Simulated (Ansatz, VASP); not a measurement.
**One calculation of Ir, two programs**

File INCAR:

```
PREC = Accurate
ENCUT = 600
EDIFF = 1E-6
ISMEAR = -1
SIGMA = 0.05
LREAL = False
LASPH = True
NELM = 80
ALGO = Fast
ISIF = 3
LWAVE = False
LCHARG = False
GGA = PE
IVDW = 12
IBRION = 2
NSW = 60
EDIFFG = -0.01
```

KPOINTS

```
Automatic mesh
0
Gamma
  12 12 12
```

The input POSCAR:

```
Ir
1.0
    0.0000000000      1.9156000000      1.9156000000
    1.9156000000      0.0000000000      1.9156000000
    1.9156000000      1.9156000000      0.0000000000
Ir
1
Direct
    0.0000000000      0.0000000000      0.0000000000
```

The input input.yaml:

```yaml
crystal:
  lattice:
    - [0.0, 1.9156, 1.9156]
    - [1.9156, 0.0, 1.9156]
    - [1.9156, 1.9156, 0.0]
  atoms:
    - { symbol: Ir, position: [0.0, 0.0, 0.0] }
hamiltonian:
  xc: pbe
  pseudopotentials: { kind: paw }
  dispersion: d3bj
kpoints:
  mp_grid: { grid: [12, 12, 12] }
scf:
  occupations: { method: fermi_dirac, width: 0.05 }
output:
  forces: true
  stress: true
  eigenvalues: true
relax:
  f_tol: 0.01
  max_steps: 40
  cell: { stress_tol: 0.05 }
```

Alike in both runs: task relaxation of cell and atoms; functional PBE; dispersion D3(BJ); k mesh 12 × 12 × 12; occupations fermi-dirac, width 0.05 eV; no spin polarisation.

|  | VASP | Ansatz |
| --- | --- | --- |
| version | VASP 6.6.1 | Ansatz 0.2.0 |
| potentials or method | VASP PAW PBE potentials, release 64 (Ir) | Ansatz PAW |
| plane-wave cutoff (eV) | 600 | 420 |
| valence electrons in the cell | 9 | 17 |

VASP gave:

- gap on the k mesh at the Fermi level, each at its own relaxed structure (eV): none
- relaxed volume (Å³/atom): 14.17
- relaxed cell length with the largest relative difference (Å): 2.716

Task: Which values does Ansatz return?

Result: gap on the k mesh at the Fermi level, each at its own relaxed structure (eV): none; relaxed volume (Å³/atom): 14.15; relaxed cell length with the largest relative difference (Å): 2.715.

A gap of «none» marks a metal or a gap that the smearing closes. VASP's potentials hold 9 valence electrons a cell and Ansatz's 17, so a difference there can come from the potentials and not from the codes.

Spin-orbit coupling is off throughout. Noted on Ansatz's run: the plane-wave basis is chosen anew once the cell has moved, so the energies of steps on either side of that aren't comparable.
